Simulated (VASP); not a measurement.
Set up this calculation in VASP 6.6.1, as the native input.

```yaml
Task: density of states
Functional: PBE
Potentials_or_basis: VASP PAW PBE potentials, release 64 (Ir)
Cutoff: 520 eV
k_mesh: 15 × 15 × 15
Occupations: fermi-dirac, width 0.03 eV
Spin: collinear spin, ferromagnetic start
Starting_moments: "[0.8] μB"
Dipole_correction: no
k_mesh_for_the_DOS: 23 × 23 × 23
Occupations_for_the_DOS: tetrahedron
Further_INCAR_settings: ALGO = Normal; EDIFF = 1e-06
```

Ir:

```xyz
1
Lattice="0.0000 1.9156 1.9156 1.9156 0.0000 1.9156 1.9156 1.9156 0.0000" Properties=species:S:1:pos:R:3 pbc="T T T"
Ir    0.0000    0.0000    0.0000
```

These files were run (other wordings do the same):

POSCAR

```
Ir
1.0
    0.0000000000      1.9156000000      1.9156000000
    1.9156000000      0.0000000000      1.9156000000
    1.9156000000      1.9156000000      0.0000000000
Ir
1
Direct
    0.0000000000      0.0000000000      0.0000000000
```

INCAR.step1

```
PREC     = Accurate       # precision mode
ENCUT    = 520            # plane-wave cutoff, eV
EDIFF    = 1E-6           # SCF threshold, eV
ISMEAR   = -1             # smearing method
SIGMA    = 0.03           # smearing width, eV
LREAL    = False          # projectors in reciprocal space
LASPH    = True           # aspherical terms in the spheres
NELM     = 150            # most SCF steps
ALGO     = Normal         # electronic algorithm
ISIF     = 2              # what is computed and relaxed
LWAVE    = False          # write WAVECAR
LCHARG   = True           # write CHGCAR
ISPIN    = 2              # spin polarisation
MAGMOM   = 0.8            # initial moments
LMAXMIX  = 4              # l up to which the mixer works
GGA      = PE             # functional
NBANDS   = 14             # bands
```

KPOINTS.step1

```
Automatic mesh
0
Gamma
  15 15 15
```

INCAR.step2

```
PREC     = Accurate       # precision mode
ENCUT    = 520            # plane-wave cutoff, eV
EDIFF    = 1E-6           # SCF threshold, eV
ISMEAR   = -5             # smearing method
SIGMA    = 0.03           # smearing width, eV
LREAL    = False          # projectors in reciprocal space
LASPH    = True           # aspherical terms in the spheres
NELM     = 150            # most SCF steps
ALGO     = Normal         # electronic algorithm
ISIF     = 2              # what is computed and relaxed
LWAVE    = False          # write WAVECAR
LCHARG   = False          # write CHGCAR
ISPIN    = 2              # spin polarisation
MAGMOM   = 0.8            # initial moments
LORBIT   = 10             # projections on sites
LMAXMIX  = 4              # l up to which the mixer works
GGA      = PE             # functional
NEDOS    = 1001           # points of the DOS
ICHARG   = 11             # starting density
```

KPOINTS.step2

```
Automatic mesh
0
Gamma
  23 23 23
```

Potentials or basis: VASP PAW PBE potentials, release 64 (Ir).

Launch:

```console
$ cat potpaw_PBE.64/Ir/POTCAR > POTCAR
$ cp INCAR.step1 INCAR
$ cp KPOINTS.step1 KPOINTS
$ mpirun -np 1 vasp_std > vasp.out
$ cp INCAR.step2 INCAR
$ cp KPOINTS.step2 KPOINTS
$ mpirun -np 1 vasp_std > vasp.out
```

It gave:

```
Net moment                                            : 0.00 μB per cell
Valence electrons inside the program's atomic spheres : Ir 8.42
```

Caveat: spin-orbit coupling is left out, which moves the levels of the heavy elements.

Run time: 2.1 min on 1 thread of Intel Xeon 8259CL (shared host), peak memory 0.19 GiB.
